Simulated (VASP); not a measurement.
# PbF2 (Fm-3m) in VASP: a series of runs

The runs below take PbF2 through single point, with HSE06, PBE-based screened hybrid with 100 % exact exchange.

Everything below comes from runs of VASP 6.6.1. Logs are shortened: lines on timing, memory, paths and dates and some standing lists are left out, and cuts for length are marked.

## 1. The cell of the first run

It takes space group Fm-3m (No. 225, cubic). The conventional cell has a = 5.892 Å, b = 5.892 Å, c = 5.892 Å, α = 90.00°, β = 90.00°, γ = 90.00°. Pb (site symmetry m-3m) has 8 F at 2.55 Å within 3.4 Å. Within 3.4 Å of F (site symmetry -43m) lie 4 Pb at 2.55 Å and 6 F at 2.95 Å.

## 2. Single point, HSE06

Contents of POSCAR:

```
PbF2
1.0
    0.0000000000      2.9458082836      2.9458082836
    2.9458082836      0.0000000000      2.9458082836
    2.9458082836      2.9458082836      0.0000000000
Pb F
1 2
Direct
    0.0000000000      0.0000000000      0.0000000000
    0.2500000000      0.2500000000      0.2500000000
    0.7500000000      0.7500000000      0.7500000000
```

Contents of INCAR.step1:

```
SYSTEM = PbF2
PREC     = Accurate       ! precision mode
ENCUT    = 520            ! plane-wave cutoff, eV
EDIFF    = 1E-5           ! SCF threshold, eV
ISMEAR   = 0              ! smearing method
SIGMA    = 0.01           ! smearing width, eV
LREAL    = .False.        ! projectors in reciprocal space
LASPH    = .True.         ! aspherical terms in the spheres
NELM     = 100            ! most SCF steps
ALGO     = Normal         ! electronic algorithm
ISIF     = 2              ! what is computed and relaxed
LWAVE    = .True.         ! write WAVECAR
LCHARG   = .False.        ! write CHGCAR
NBANDS   = 21             ! bands
GGA      = PE             ! functional
```

Contents of INCAR.step2:

```
SYSTEM = PbF2
PREC     = Accurate       ! precision mode
ENCUT    = 520            ! plane-wave cutoff, eV
EDIFF    = 1E-6           ! SCF threshold, eV
ISMEAR   = 0              ! smearing method
SIGMA    = 0.01           ! smearing width, eV
LREAL    = .False.        ! projectors in reciprocal space
LASPH    = .True.         ! aspherical terms in the spheres
NELM     = 100            ! most SCF steps
ALGO     = Normal         ! electronic algorithm
ISIF     = 2              ! what is computed and relaxed
LWAVE    = .False.        ! write WAVECAR
LCHARG   = .False.        ! write CHGCAR
GGA      = PE             ! functional
LHFCALC  = .True.         ! exact exchange
HFSCREEN = 0.2079         ! screening, 1/A
PRECFOCK = Normal       
NBANDS   = 21             ! bands
ISTART   = 1
```

Contents of KPOINTS:

```
Automatic mesh
0
Gamma
  4 4 4
  0 0 0
```

Potentials or basis: VASP PAW PBE potentials, release 64 (Pb_d, F).

Launch:

```bash
cat potpaw_PBE.64/Pb_d/POTCAR potpaw_PBE.64/F/POTCAR > POTCAR
cp INCAR.step1 INCAR
mpirun -np 1 vasp_std > vasp.out
cp INCAR.step2 INCAR
mpirun -np 1 vasp_std > vasp.out
```

OUTCAR:

```text
SYSTEM = PbF2
   PREC = Accurate
   ENCUT = 520
   EDIFF = 1E-6
   ISMEAR = 0
   LREAL = .False.
   LASPH = .True.
   NELM = 100
   ISIF = 2
   GGA = PE
   LHFCALC = .True.
   HFSCREEN = 0.2079
   PRECFOCK = Normal
   ISTART = 1

 ion  position               nearest neighbor table
   1  0.000  0.000  0.000-   3 2.55   3 2.55   3 2.55   2 2.55   3 2.55   2 2.55   2 2.55   2 2.55

   2  0.250  0.250  0.250-   1 2.55   1 2.55   1 2.55   1 2.55
   3  0.750  0.750  0.750-   1 2.55   1 2.55   1 2.55   1 2.55

  LATTYP: Found a face centered cubic cell.
 ALAT       =     5.8916165672

  Lattice vectors:

 A1 = (   0.0000000000,   2.9458082836,   2.9458082836)
 A2 = (   2.9458082836,   0.0000000000,   2.9458082836)
 A3 = (   2.9458082836,   2.9458082836,   0.0000000000)

Analysis of symmetry for initial positions (statically):
=====================================================================
 Subroutine PRICEL returns:
 Original cell was already a primitive cell.

 Routine SETGRP: Setting up the symmetry group for a
 face centered cubic supercell.

 Subroutine GETGRP returns: Found 48 space group operations
 (whereof 48 operations were pure point group operations)
 out of a pool of 48 trial point group operations.

The static configuration has the point symmetry O_h .

Analysis of symmetry for dynamics (positions and initial velocities):
=====================================================================
 Subroutine PRICEL returns:
 Original cell was already a primitive cell.

 Routine SETGRP: Setting up the symmetry group for a
 face centered cubic supercell.

 Subroutine GETGRP returns: Found 48 space group operations
 (whereof 48 operations were pure point group operations)
 out of a pool of 48 trial point group operations.

The dynamic configuration has the point symmetry O_h .

 Subroutine INISYM returns: Found 48 space group operations
 (whereof 48 operations are pure point group operations),
 and found     1 'primitive' translations

----------------------------------------------------------------------------------------

                                     Primitive cell

  volume of cell :      51.1262

  direct lattice vectors                    reciprocal lattice vectors
     0.000000000  2.945808284  2.945808284    -0.169732702  0.169732702  0.169732702
     2.945808284  0.000000000  2.945808284     0.169732702 -0.169732702  0.169732702
     2.945808284  2.945808284  0.000000000     0.169732702  0.169732702 -0.169732702

  length of vectors
     4.166002027  4.166002027  4.166002027     0.293985664  0.293985664  0.293985664

  position of ions in fractional coordinates (direct lattice)
     0.000000000  0.000000000  0.000000000
     0.250000000  0.250000000  0.250000000
     0.750000000  0.750000000  0.750000000

  ion indices of the primitive-cell ions
   primitive index   ion index
                 1           1
                 2           2
                 3           3

----------------------------------------------------------------------------------------

 KPOINTS: Automatic mesh

Automatic generation of k-mesh.
 Grid dimensions read from file:
 generate k-points for:    4    4    4

 Generating k-lattice:

  Cartesian coordinates                     Fractional coordinates (reciprocal lattice)
    -0.042433176  0.042433176  0.042433176     0.250000000  0.000000000  0.000000000
     0.042433176 -0.042433176  0.042433176     0.000000000  0.250000000  0.000000000
     0.042433176  0.042433176 -0.042433176     0.000000000  0.000000000  0.250000000

  Length of vectors
     0.073496416  0.073496416  0.073496416

  Shift w.r.t. Gamma in fractional coordinates (k-lattice)
     0.000000000  0.000000000  0.000000000

 Subroutine IBZKPT returns following result:
 ===========================================

 Found      8 irreducible k-points:

 Following reciprocal coordinates:
            Coordinates               Weight
  0.000000  0.000000  0.000000      1.000000
  0.250000  0.000000  0.000000      8.000000
  0.500000  0.000000  0.000000      4.000000
  0.250000  0.250000  0.000000      6.000000
  0.500000  0.250000  0.000000     24.000000
 -0.250000  0.250000  0.000000     12.000000
  0.500000  0.500000  0.000000      3.000000
 -0.250000  0.500000  0.250000      6.000000
   k-points           NKPTS =      8   k-points in BZ     NKDIM =     64   number of bands    NBANDS=     21
   number of dos      NEDOS =    301   number of ions     NIONS =      3
   total plane-waves  NPLWV =  32768
   dimension x,y,z NGX =    32 NGY =   32 NGZ =   32
   dimension x,y,z NGXF=    64 NGYF=   64 NGZF=   64
   ions per type =               1   2
   NGX,Y,Z   is equivalent  to a cutoff of  12.77, 12.77, 12.77 a.u.
   NGXF,Y,Z  is equivalent  to a cutoff of  25.54, 25.54, 25.54 a.u.
 SYSTEM =  PbF2
   PREC   = accura    normal or accurate (medium, high low for compatibility)
   ISTART =      1    job   : 0-new  1-cont  2-samecut
   ICHARG =      0    charge: 1-file 2-atom 10-const
   ISPIN  =      1    spin polarized calculation?
   LNONCOLLINEAR =      F non collinear calculations
   LSORBIT =      F    spin-orbit coupling
   LASPH  =      T    aspherical Exc in radial PAW
   ENCUT  =  520.0 eV  38.22 Ry    6.18 a.u.   7.75  7.75  7.75*2*pi/ulx,y,z
   NELM   =    100;   NELMIN=  2; NELMDL=  0     # of ELM steps
   EDIFF  = 0.1E-05   stopping-criterion for ELM
   LREAL  =      F    real-space projection
   EDIFFG = 0.1E-04   stopping-criterion for IOM
   NSW    =      0    number of steps for IOM
   IBRION =     -1    ionic relax: 0-MD 1-quasi-New 2-CG
   NFREE  =      0    steps in history (QN), initial steepest desc. (CG)
   ISIF   =      2    stress and relaxation
   ISYM   =      3    0-nonsym 1-usesym 2-fastsym
   POTIM  = 0.5000    time-step for ionic-motion
   TEBEG  =    0.0;   TEEND  =   0.0 temperature during run
   PSTRESS=    0.0 pullay stress
   NELECT =      28.0000    total number of electrons
   NUPDOWN=      -1.0000    fix difference up-down
   EMIN   =  10.00;   EMAX   =-10.00  energy-range for DOS
   EFERMI =   0.00;   METHOD = LEGACY
   ISMEAR =     0;   SIGMA  =   0.01  broadening in eV -4-tet -1-fermi 0-gaus
   EFERMI_NEDOS =   21; number of points for ismear=-14 and -15
   IALGO  =     38    algorithm
   IMIX   =      1    mixing-type and parameters
     AMIX     =   0.40;   BMIX     =  1.00
     AMIX_MAG =   1.60;   BMIX_MAG =  1.00
  volume/ion in A,a.u.               =      17.04       115.01
  Fermi-wavevector in a.u.,A,eV,Ry     =   1.339408  2.531115 24.409055  1.794015
  Thomas-Fermi vector in A             =   2.467803
   LORBIT       =      0    0 simple, 1 ext, 2 COOP (PROOUT), +10 PAW based schemes
   GGA     = PE    functional components
   LHFCALC =     T    Hartree Fock is set to
   PRECFOCK=normal    Normal, Fast or Accurate (Low or Medium for compatibility)
   ENCUT4O =  -1.0   cutoff for four orbital integrals eV
   NKREDX  =     1    reduce k-point grid by
   NKREDY  =     1    reduce k-point grid by
   NKREDZ  =     1    reduce k-point grid by
   AEXX    =    0.2500 exact exchange contribution
   HFSCREEN=    0.2079 screening length (either q_TF or 0.3 A-1)
   HFSCREENC=   0.2079 screening length for correlation (either q_TF or 0.3 A-1)
   ENCUTFOCK=  -1.0 apply spherical cutoff to Coloumb kernel
   IVDW    =     0    specifies the selected vdW correction
   LEPSILON=     F    determine dielectric tensor
   LRPA    =     F    only Hartree local field effects (RPA)
 non-spin polarized calculation
 Gauss-broadening in eV      SIGMA  =   0.01
  energy-cutoff  :      520.00
  volume of cell :       51.13
 maximum number of plane-waves:      1411
 NGX is ok and might be reduce to    32
  NGX = 24; NGY = 24; NGZ = 24

 number of electron      27.9999995 magnetization

 Free energy of the ion-electron system (eV)
  ---------------------------------------------------
  ext. energy  EPLUGINS =         0.00000000
  ---------------------------------------------------
  free energy    TOTEN  =       -17.82296050 eV

  energy without entropy =      -17.82296050  energy(sigma->0) =      -17.82296050

 E-fermi :   1.2820     XC(G=0):  -7.8074

 val. band max:        1.2037807075   @ k =  -0.2500   0.5000   0.2500
 cond. band min:       6.9097673577   @ k =   0.5000   0.5000   0.0000
 fundamental gap:      5.7059866503
 Fermi energy:         1.2820284710

 k-point     1 :       0.0000    0.0000    0.0000
  band No.  band energies     occupation
      1     -22.2847      2.00000
      2     -21.6182      2.00000
      3     -14.4586      2.00000
      4     -14.4586      2.00000
      5     -14.4586      2.00000
      6     -14.3684      2.00000
[... 13 lines left out ...]
     20      17.9230      0.00000
     21      20.6746      0.00000

 k-point     2 :       0.2500    0.0000    0.0000
  band No.  band energies     occupation
      1     -22.1679      2.00000
      2     -21.7219      2.00000
      3     -14.4374      2.00000
      4     -14.4374      2.00000
      5     -14.3648      2.00000
      6     -14.3648      2.00000
[... 13 lines left out ...]
     20      16.9228      0.00000
     21      18.5680      0.00000

 k-point     3 :       0.5000    0.0000    0.0000
  band No.  band energies     occupation
      1     -21.9722      2.00000
      2     -21.9005      2.00000
      3     -14.4306      2.00000
      4     -14.4306      2.00000
      5     -14.3465      2.00000
      6     -14.3465      2.00000
[... 13 lines left out ...]
     20      16.4979      0.00000
     21      17.1507      0.00000

 k-point     4 :       0.2500    0.2500    0.0000
  band No.  band energies     occupation
      1     -22.1389      2.00000
      2     -21.7435      2.00000
      3     -14.4087      2.00000
      4     -14.4087      2.00000
      5     -14.3875      2.00000
      6     -14.3560      2.00000
[... 13 lines left out ...]
     20      18.5117      0.00000
     21      18.7119      0.00000

 k-point     5 :       0.5000    0.2500    0.0000
  band No.  band energies     occupation
      1     -21.9893      2.00000
      2     -21.8726      2.00000
      3     -14.3983      2.00000
      4     -14.3923      2.00000
      5     -14.3469      2.00000
      6     -14.3406      2.00000
[... 13 lines left out ...]
     20      18.6108      0.00000
     21      19.4503      0.00000

 k-point     6 :      -0.2500    0.2500    0.0000
  band No.  band energies     occupation
      1     -22.0341      2.00000
      2     -21.8361      2.00000
      3     -14.4044      2.00000
      4     -14.3965      2.00000
      5     -14.3728      2.00000
      6     -14.3254      2.00000
[... 13 lines left out ...]
     20      18.3694      0.00000
     21      20.1212      0.00000

 k-point     7 :       0.5000    0.5000    0.0000
  band No.  band energies     occupation
      1     -21.9877      2.00000
      2     -21.8635      2.00000
      3     -14.4095      2.00000
      4     -14.3570      2.00000
      5     -14.3570      2.00000
      6     -14.3436      2.00000
[... 13 lines left out ...]
     20      19.5429      0.00000
     21      20.1791      0.00000

 k-point     8 :      -0.2500    0.5000    0.2500
  band No.  band energies     occupation
      1     -21.9263      2.00000
      2     -21.9263      2.00000
      3     -14.3924      2.00000
      4     -14.3594      2.00000
      5     -14.3571      2.00000
      6     -14.2828      2.00000
[... 13 lines left out ...]
     20      19.1289      0.00000
     21      19.1289      0.00000

------------------------ aborting loop because EDIFF is reached ----------------------------------------

  FORCE on cell =-STRESS in cart. coord.  units (eV):
  Direction    XX          YY          ZZ          XY          YZ          ZX
  --------------------------------------------------------------------------------------
  -------------------------------------------------------------------------------------
  Total        0.7217641      0.7217641      0.7217641      0.0000000      0.0000000     -0.0000000
  in kB       22.6184276     22.6184276     22.6184276      0.0000000      0.0000000     -0.0000000
  external PRESSURE =      22.6184276 kB  Pullay stress =       0.0000000 kB

 VOLUME and BASIS-vectors are now :
 -----------------------------------------------------------------------------
  energy-cutoff  :      520.00
  volume of cell :       51.13
      direct lattice vectors                 reciprocal lattice vectors
     0.000000000  2.945808284  2.945808284    -0.169732702  0.169732702  0.169732702
     2.945808284  0.000000000  2.945808284     0.169732702 -0.169732702  0.169732702
     2.945808284  2.945808284  0.000000000     0.169732702  0.169732702 -0.169732702

 POSITION                                       TOTAL-FORCE (eV/Angst)
 -----------------------------------------------------------------------------------
      0.00000      0.00000      0.00000         0.000000     -0.000000      0.000000
      1.47290      1.47290      1.47290        -0.000000     -0.000000     -0.000000
      4.41871      4.41871      4.41871         0.000000      0.000000      0.000000
 -----------------------------------------------------------------------------------
    total drift:                                0.000004      0.000005      0.000005

  FREE ENERGIE OF THE ION-ELECTRON SYSTEM (eV)
  ---------------------------------------------------
  free  energy   TOTEN  =       -17.8229605008 eV

  energy  without entropy=      -17.8229605008  energy(sigma->0) =      -17.82296050
```

It took 20 min on 1 thread of Intel Xeon Platinum 8259CL at 2.50GHz (Skylake/Cascade Lake), shared host; peak memory 0.29 GiB.

What came out:

```yaml
Free_energy: -17.8230 eV
Pressure: 2.3 GPa
Band_gap_on_the_k_mesh: 5.71 eV (least direct gap 5.84 eV)
```

Caveat: the k points lie up to 0.46 Å⁻¹ apart; the PAW data sets were made with another functional, which shifts forces and pressure a little; spin-orbit coupling is left out, which moves the levels of the heavy elements. A k mesh can miss the band edges.

## 3. Single point, PBE-based screened hybrid with 100 % exact exchange

POSCAR is that of step 2.

Contents of INCAR.step1:

```
SYSTEM = PbF2
ALGO = Normal ; EDIFF = 1E-5
ENCUT = 520 ; GGA = PE
ISIF = 2 ; ISMEAR = 0
LASPH = .True. ; LCHARG = .False.
LREAL = .False. ; LWAVE = .True.
NBANDS = 21 ; NELM = 80
PREC = Accurate ; SIGMA = 0.01
```

Contents of INCAR.step2:

```
SYSTEM = PbF2
AEXX = 1.0 ; AGGAC = 1.0
ALDAC = 1.0 ; ALGO = Normal
EDIFF = 1E-6 ; ENCUT = 520
GGA = PE ; HFSCREEN = 0.3
ISIF = 2 ; ISMEAR = 0
ISTART = 1 ; LASPH = .True.
LCHARG = .False. ; LHFCALC = .True.
LREAL = .False. ; LWAVE = .False.
NBANDS = 21 ; NELM = 80
PREC = Accurate ; PRECFOCK = Normal
SIGMA = 0.01
```

Contents of KPOINTS:

```
k-points
0
Gamma
  4 4 4
  0 0 0
```

Potentials or basis: VASP PAW PBE potentials, release 64 (Pb_d, F).

Launch:

```bash
cat potpaw_PBE.64/Pb_d/POTCAR potpaw_PBE.64/F/POTCAR > POTCAR
cp INCAR.step1 INCAR
mpirun -np 1 vasp_std > vasp.out
cp INCAR.step2 INCAR
mpirun -np 1 vasp_std > vasp.out
```

It took 29 min on 1 thread of Intel Xeon Platinum 8259CL at 2.50GHz (Skylake/Cascade Lake), shared host; peak memory 0.29 GiB.

Results (log left out):

```yaml
Free_energy: -27.6467 eV
Pressure: -1.5 GPa
Band_gap_on_the_k_mesh: 8.64 eV (least direct gap 8.73 eV)
```

Levels at points of the mesh, in eV from the valence-band top:
```
           k point  band 10  band 11  band 12  band 13  band 14  band 15  band 16  band 17  band 18  band 19
(0.00, 0.00, 0.00)    -5.73    -5.08    -5.08    -5.08    -3.98    11.36    11.36    11.36    14.76    20.09
(0.50, 0.00, 0.00)    -5.81    -5.81    -5.32    -5.32    -0.37     8.91    12.51    12.51    17.76    18.52
(0.50, 0.50, 0.00)    -6.75    -4.63    -4.63    -4.63    -0.09     8.64    12.75    12.75    12.80    19.41
```

Caveat: the k points lie up to 0.46 Å⁻¹ apart; the PAW data sets were made with another functional, which shifts forces and pressure a little; spin-orbit coupling is left out, which moves the levels of the heavy elements. A k mesh can miss the band edges.
